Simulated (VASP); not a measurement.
Crystal: Hg.

```xyz
1
Lattice="-2.9542 2.9542 2.9542 2.9542 -2.9542 2.9542 2.9542 2.9542 -2.9542" Properties=species:S:1:pos:R:3 pbc="T T T"
Hg    0.0000    0.0000    0.0000
```

Base run:

```yaml
Program: VASP 6.6.1
Functional: RPBE
Potentials_or_basis: VASP PAW PBE potentials, release 64 (Hg)
Cutoff: 520 eV
k_mesh: 9 × 9 × 9
Occupations: fermi-dirac, width 0.1 eV
Spin: no spin polarisation
```

Its results: band gap on the k mesh 4.15 eV, indirect (least direct gap 4.49 eV); pressure 0.0 GPa.

Problem. The run is repeated on the same cell with these changes: k mesh from 9 × 9 × 9 to 12 × 12 × 12; further incar settings from ALGO = Normal; EDIFF = 1e-07; NBANDS = 12 to ALGO = Normal; EDIFF = 1e-06; NBANDS = 12. What comes out?

Solution. Band gap on the k mesh 4.05 eV, indirect (least direct gap 4.43 eV); pressure 0.0 GPa.

Caveats: the PAW data sets were made with another functional, which shifts forces and pressure a little; spin-orbit coupling is left out, which moves the levels of the heavy elements.

A k mesh can miss the band edges.
